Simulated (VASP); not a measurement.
# TiB2N3 (R-3m) in VASP: relaxation of cell and atoms with PBE

Aim: the relaxation of cell and atoms of TiB2N3 with PBE.

Everything below comes from runs of VASP 6.6.1. Logs are shortened: lines on timing, memory, paths and dates and some standing lists are left out, and cuts for length are marked.

## Step 1: The cell of the first run

The structure is trigonal, space group R-3m (No. 166). The conventional cell has a = 4.887 Å, b = 4.887 Å, c = 10.018 Å, α = 90.00°, β = 90.00°, γ = 120.00°. Within 2.7 Å of Ti (site symmetry -3m) lie 2 B at 2.04 Å and 6 N at 2.19 Å. Within 1.9 Å of B (site symmetry 3m) lie 3 N at 1.46 Å. Within 1.9 Å of N (site symmetry 2/m) lie 2 B at 1.46 Å.

The cell was generated, and may not be a known phase.

## Step 2: Relaxation of cell and atoms, PBE

The input, INCAR:

```
SYSTEM = TiB2N3
PREC = Accurate
ENCUT = 600
EDIFF = 1E-7
ISMEAR = 0
SIGMA = 0.1
LREAL = .False.
LASPH = .True.
NELM = 100
ALGO = Normal
ISIF = 3
LWAVE = .False.
LCHARG = .False.
GGA = PE
IBRION = 2
NSW = 100
EDIFFG = -0.01
LUSENCCL = .False.
```

The input, KPOINTS:

```
Automatic mesh
0
Gamma
  12 12 12
  0 0 0
```

The input, POSCAR:

```
TiB2N3
1.0
    2.4434272735      1.4107133941      3.3394457110
   -2.4434272735      1.4107133941      3.3394457110
    0.0000000000     -2.8214267882      3.3394457110
Ti B N
1 2 3
Direct
    0.0000000000      0.0000000000      0.0000000000
    0.7966641239      0.7966641239      0.7966641239
    0.2033358761      0.2033358761      0.2033358761
    0.5000000000      0.0000000000      0.0000000000
    0.0000000000      0.5000000000      0.0000000000
    0.0000000000      0.0000000000      0.5000000000
```

Potentials or basis: VASP PAW PBE potentials, release 64 (Ti_sv, B, N).

The run is started by

```
> cat potpaw_PBE.64/Ti_sv/POTCAR potpaw_PBE.64/B/POTCAR potpaw_PBE.64/N/POTCAR > POTCAR
> mpirun -np 1 vasp_std > vasp.out
```

OUTCAR:

```text
SYSTEM = TiB2N3
   PREC = Accurate
   ENCUT = 600
   EDIFF = 1E-7
   ISMEAR = 0
   LREAL = .False.
   LASPH = .True.
   NELM = 100
   ISIF = 3
   GGA = PE
   IBRION = 2
   NSW = 100
   EDIFFG = -0.01

 ion  position               nearest neighbor table
   1  0.000  0.000  0.000-   2 2.04   3 2.04   6 2.19   6 2.19   4 2.19   5 2.19   5 2.19   4 2.19

   2  0.797  0.797  0.797-   6 1.46   5 1.46   4 1.46   1 2.04
   3  0.203  0.203  0.203-   6 1.46   5 1.46   4 1.46   1 2.04
   4  0.500  0.000  0.000-   2 1.46   3 1.46   1 2.19   1 2.19
   5  0.000  0.500  0.000-   2 1.46   3 1.46   1 2.19   1 2.19
   6  0.000  0.000  0.500-   2 1.46   3 1.46   1 2.19   1 2.19

  LATTYP: Found a trigonal (rhomboedric) cell.
 ALAT       =     4.3717670086
 COS(alpha) =     0.3752377026

  Lattice vectors:

 A1 = (   2.4434272735,   1.4107133941,   3.3394457110)
 A2 = (  -2.4434272735,   1.4107133941,   3.3394457110)
 A3 = (   0.0000000000,  -2.8214267882,   3.3394457110)

Analysis of symmetry for initial positions (statically):
=====================================================================
 Subroutine PRICEL returns:
 Original cell was already a primitive cell.

 Routine SETGRP: Setting up the symmetry group for a
 trigonal (rhombohedral) supercell.

 Subroutine GETGRP returns: Found 12 space group operations
 (whereof 12 operations were pure point group operations)
 out of a pool of 12 trial point group operations.

The static configuration has the point symmetry D_3d.

Analysis of symmetry for dynamics (positions and initial velocities):
=====================================================================
 Subroutine PRICEL returns:
 Original cell was already a primitive cell.

 Routine SETGRP: Setting up the symmetry group for a
 trigonal (rhombohedral) supercell.

 Subroutine GETGRP returns: Found 12 space group operations
 (whereof 12 operations were pure point group operations)
 out of a pool of 12 trial point group operations.

The dynamic configuration has the point symmetry D_3d.

 Subroutine INISYM returns: Found 12 space group operations
 (whereof 12 operations are pure point group operations),
 and found     1 'primitive' translations

----------------------------------------------------------------------------------------

                                     Primitive cell

  volume of cell :      69.0659

  direct lattice vectors                    reciprocal lattice vectors
     2.443427274  1.410713394  3.339445711     0.204630604  0.118143535  0.099816964
    -2.443427274  1.410713394  3.339445711    -0.204630604  0.118143535  0.099816964
     0.000000000 -2.821426788  3.339445711     0.000000000 -0.236287069  0.099816964

  length of vectors
     4.371767009  4.371767009  4.371767009     0.256505371  0.256505371  0.256505371

  position of ions in fractional coordinates (direct lattice)
     0.000000000  0.000000000  0.000000000
     0.796664124  0.796664124  0.796664124
     0.203335876  0.203335876  0.203335876
     0.500000000  0.000000000  1.000000000
     0.000000000  0.500000000  1.000000000
     1.000000000  1.000000000  0.500000000

  ion indices of the primitive-cell ions
   primitive index   ion index
                 1           1
                 2           2
                 3           3
                 4           4
                 5           5
                 6           6

----------------------------------------------------------------------------------------

 KPOINTS: Automatic mesh

Automatic generation of k-mesh.
 Grid dimensions read from file:
 generate k-points for:   12   12   12

 Generating k-lattice:

  Cartesian coordinates                     Fractional coordinates (reciprocal lattice)
     0.017052550  0.009845295  0.008318080     0.083333333 -0.000000000 -0.000000000
    -0.017052550  0.009845295  0.008318080    -0.000000000  0.083333333 -0.000000000
     0.000000000 -0.019690589  0.008318080    -0.000000000 -0.000000000  0.083333333

  Length of vectors
     0.021375448  0.021375448  0.021375448

  Shift w.r.t. Gamma in fractional coordinates (k-lattice)
     0.000000000  0.000000000  0.000000000

 Subroutine IBZKPT returns following result:
 ===========================================

 Found    189 irreducible k-points:

 Following reciprocal coordinates:
            Coordinates               Weight
  0.000000  0.000000  0.000000      1.000000
  0.083333  0.000000  0.000000      6.000000
  0.166667  0.000000  0.000000      6.000000
  0.250000  0.000000  0.000000      6.000000
  0.333333  0.000000  0.000000      6.000000
  0.416667  0.000000  0.000000      6.000000
[... 16 lines left out ...]
  0.500000  0.166667  0.000000     12.000000
 -0.416667  0.166667  0.000000     12.000000
 [... further k-points ...]
   k-points           NKPTS =    189   k-points in BZ     NKDIM =    189   number of bands    NBANDS=     20
   number of dos      NEDOS =    301   number of ions     NIONS =      6
   total plane-waves  NPLWV =  46656
   dimension x,y,z NGX =    36 NGY =   36 NGZ =   36
   dimension x,y,z NGXF=    72 NGYF=   72 NGZF=   72
   ions per type =               1   2   3
   NGX,Y,Z   is equivalent  to a cutoff of  13.69, 13.69, 13.69 a.u.
   NGXF,Y,Z  is equivalent  to a cutoff of  27.38, 27.38, 27.38 a.u.
 SYSTEM =  TiB2N3
   PREC   = accura    normal or accurate (medium, high low for compatibility)
   ISTART =      0    job   : 0-new  1-cont  2-samecut
   ICHARG =      2    charge: 1-file 2-atom 10-const
   ISPIN  =      1    spin polarized calculation?
   LNONCOLLINEAR =      F non collinear calculations
   LSORBIT =      F    spin-orbit coupling
   LASPH  =      T    aspherical Exc in radial PAW
   ENCUT  =  600.0 eV  44.10 Ry    6.64 a.u.   8.73  8.73  8.73*2*pi/ulx,y,z
   NELM   =    100;   NELMIN=  2; NELMDL= -5     # of ELM steps
   EDIFF  = 0.1E-06   stopping-criterion for ELM
   LREAL  =      F    real-space projection
   EDIFFG = -.1E-01   stopping-criterion for IOM
   NSW    =    100    number of steps for IOM
   IBRION =      2    ionic relax: 0-MD 1-quasi-New 2-CG
   NFREE  =      1    steps in history (QN), initial steepest desc. (CG)
   ISIF   =      3    stress and relaxation
   ISYM   =      2    0-nonsym 1-usesym 2-fastsym
   POTIM  = 0.5000    time-step for ionic-motion
   TEBEG  =    0.0;   TEEND  =   0.0 temperature during run
   PSTRESS=    0.0 pullay stress
   NELECT =      33.0000    total number of electrons
   NUPDOWN=      -1.0000    fix difference up-down
   EMIN   =  10.00;   EMAX   =-10.00  energy-range for DOS
   EFERMI =   0.00;   METHOD = LEGACY
   ISMEAR =     0;   SIGMA  =   0.10  broadening in eV -4-tet -1-fermi 0-gaus
   EFERMI_NEDOS =   21; number of points for ismear=-14 and -15
   IALGO  =     38    algorithm
   IMIX   =      4    mixing-type and parameters
     AMIX     =   0.40;   BMIX     =  1.00
     AMIX_MAG =   1.60;   BMIX_MAG =  1.00
  volume/ion in A,a.u.               =      11.51        77.68
  Fermi-wavevector in a.u.,A,eV,Ry     =   1.279847  2.418561 22.286471  1.638009
  Thomas-Fermi vector in A             =   2.412309
   LORBIT       =      0    0 simple, 1 ext, 2 COOP (PROOUT), +10 PAW based schemes
   GGA     = PE    functional components
   LHFCALC =     F    Hartree Fock is set to
   AEXX    =    0.0000 exact exchange contribution
   IVDW    =     0    specifies the selected vdW correction
   LEPSILON=     F    determine dielectric tensor
   LRPA    =     F    only Hartree local field effects (RPA)
 conjugate gradient relaxation of ions
 non-spin polarized calculation
 Gauss-broadening in eV      SIGMA  =   0.10
  energy-cutoff  :      600.00
  volume of cell :       69.07
 maximum number of plane-waves:      2325
   NGX = 17   NGY = 17   NGZ = 17

--------------------------------------- Ionic step        1  -------------------------------------------

 number of electron      33.0000006 magnetization

 Free energy of the ion-electron system (eV)
  ---------------------------------------------------
  ext. energy  EPLUGINS =         0.00000000
  ---------------------------------------------------
  free energy    TOTEN  =       -47.77377043 eV

  energy without entropy =      -47.76442835  energy(sigma->0) =      -47.76909939

------------------------ aborting loop because EDIFF is reached ----------------------------------------

  FORCE on cell =-STRESS in cart. coord.  units (eV):
  Direction    XX          YY          ZZ          XY          YZ          ZX
  --------------------------------------------------------------------------------------
  -------------------------------------------------------------------------------------
  Total        0.0022690      0.0022690      0.0565535      0.0000000      0.0000000      0.0000000
  in kB        0.0526357      0.0526357      1.3119163      0.0000000      0.0000000      0.0000000
  external PRESSURE =       0.4723959 kB  Pullay stress =       0.0000000 kB

 VOLUME and BASIS-vectors are now :
 -----------------------------------------------------------------------------
  energy-cutoff  :      600.00
  volume of cell :       69.07
      direct lattice vectors                 reciprocal lattice vectors
     2.443427274  1.410713394  3.339445711     0.204630604  0.118143535  0.099816964
    -2.443427274  1.410713394  3.339445711    -0.204630604  0.118143535  0.099816964
     0.000000000 -2.821426788  3.339445711     0.000000000 -0.236287069  0.099816964
[... 41 lines left out ...]
 POSITION                                       TOTAL-FORCE (eV/Angst)
 -----------------------------------------------------------------------------------
     -0.00000      0.00000      0.00000        -0.000000      0.000000     -0.000000
     -0.00000      0.00000      7.98435        -0.000000      0.000000      0.015077
     -0.00000      0.00000      2.03854        -0.000000      0.000000     -0.015077
      1.22174      0.70537      1.67048        -0.000000      0.000000     -0.000000
     -1.22174      0.70537      1.67048         0.000000      0.000000      0.000000
     -0.00000     -1.41074      1.67048        -0.000000      0.000000     -0.000000
 -----------------------------------------------------------------------------------
    total drift:                                0.000000      0.000000     -0.000000

  FREE ENERGIE OF THE ION-ELECTRON SYSTEM (eV)
  ---------------------------------------------------
  free  energy   TOTEN  =       -47.7737684404 eV

  energy  without entropy=      -47.7644151854  energy(sigma->0) =      -47.76909181

--------------------------------------- Ionic step        3  -------------------------------------------

 number of electron      33.0000006 magnetization

 Free energy of the ion-electron system (eV)
  ---------------------------------------------------
  ext. energy  EPLUGINS =         0.00000000
  ---------------------------------------------------
  free energy    TOTEN  =       -47.77377897 eV

  energy without entropy =      -47.76443168  energy(sigma->0) =      -47.76910533

 E-fermi :   4.2275     XC(G=0):  -9.8168

 val. band max:        4.2054391359   @ k =  -0.3333   0.3333   0.1667
 cond. band min:       4.2346308111   @ k =  -0.1667   0.5000   0.1667
 fundamental gap:      0.0291916752
 Fermi energy:         4.2275301230

 k-point     1 :       0.0000    0.0000    0.0000
  band No.  band energies     occupation
      1     -53.5676      2.00000
      2     -29.8887      2.00000
      3     -29.8887      2.00000
      4     -29.8590      2.00000
      5     -14.1652      2.00000
      6     -11.0450      2.00000
[... 12 lines left out ...]
     19       4.8981      0.00000
     20       5.9003      0.00000
[... 507 lines left out ...]
 k-point    24 :      -0.4167    0.1667    0.0000
  band No.  band energies     occupation
      1     -53.5673      2.00000
      2     -29.8975      2.00000
      3     -29.8898      2.00000
      4     -29.8690      2.00000
      5     -13.2855      2.00000
      6     -12.2703      2.00000
[... 12 lines left out ...]
     19       5.6364      0.00000
     20       6.1044      0.00000

 [... further k-points ...]

------------------------ aborting loop because EDIFF is reached ----------------------------------------

  FORCE on cell =-STRESS in cart. coord.  units (eV):
  Direction    XX          YY          ZZ          XY          YZ          ZX
  --------------------------------------------------------------------------------------
  -------------------------------------------------------------------------------------
  Total       -0.0078892     -0.0078892      0.0065293      0.0000000      0.0000000      0.0000000
  in kB       -0.1829698     -0.1829698      0.1514310      0.0000000      0.0000000      0.0000000
  external PRESSURE =      -0.0715028 kB  Pullay stress =       0.0000000 kB

 VOLUME and BASIS-vectors are now :
 -----------------------------------------------------------------------------
  energy-cutoff  :      600.00
  volume of cell :       69.08
      direct lattice vectors                 reciprocal lattice vectors
     2.443448069  1.410725400  3.340154092     0.204628863  0.118142529  0.099795795
    -2.443448069  1.410725400  3.340154092    -0.204628863  0.118142529  0.099795795
    -0.000000000 -2.821450801  3.340154092     0.000000000 -0.236285058  0.099795795

 POSITION                                       TOTAL-FORCE (eV/Angst)
 -----------------------------------------------------------------------------------
     -0.00000      0.00000      0.00000         0.000000     -0.000000     -0.000000
     -0.00000      0.00000      7.98270         0.000000     -0.000000      0.001277
     -0.00000      0.00000      2.03776         0.000000     -0.000000     -0.001277
      1.22172      0.70536      1.67008         0.000000     -0.000000     -0.000000
     -1.22172      0.70536      1.67008        -0.000000     -0.000000      0.000000
     -0.00000     -1.41073      1.67008         0.000000      0.000000      0.000000
 -----------------------------------------------------------------------------------
    total drift:                               -0.000000      0.000000     -0.000000

  FREE ENERGIE OF THE ION-ELECTRON SYSTEM (eV)
  ---------------------------------------------------
  free  energy   TOTEN  =       -47.7737789705 eV

  energy  without entropy=      -47.7644316836  energy(sigma->0) =      -47.76910533

 reached required accuracy - stopping structural energy minimisation
```

Wall time 18 min (1 × NVIDIA H100 80GB with 1 thread of AMD EPYC 7R13 (Zen 3), shared host); peak memory 1.5 GiB.

What came out:

```yaml
Free_energy: -47.7738 eV
Relaxed_volume: 11.51 Å³/atom
Relaxed_cell: a = 4.372 Å, b = 4.372 Å, c = 4.372 Å, α = 67.95°, β = 67.95°, γ = 67.95°
Space_group_after_relaxing_to_0.1_Å: R-3m (No. 166)
Energy_gained_by_relaxing: 0.0 meV/atom
Ionic_steps: 3
Pressure_after_relaxing: 0.0 GPa
Band_gap_on_the_k_mesh: zero (an odd number of electrons rules out a gap without spin polarisation)
```

Final structure:
```
Ti B N
1.0
     2.44345    1.41073    3.34015
    -2.44345    1.41073    3.34015
     0.00000   -2.82145    3.34015
Ti B N
1 2 3
Direct
  0.00000 0.00000 0.00000
  0.79664 0.79664 0.79664
  0.20336 0.20336 0.20336
  0.50000 0.00000 0.00000
  0.00000 0.50000 0.00000
  0.00000 0.00000 0.50000
```

Caveat: an odd number of electrons without spin polarisation forces a metal; a magnetic or distorted state may lie lower.

The gap in the log of VASP goes by the Fermi energy; the results here count the filled bands.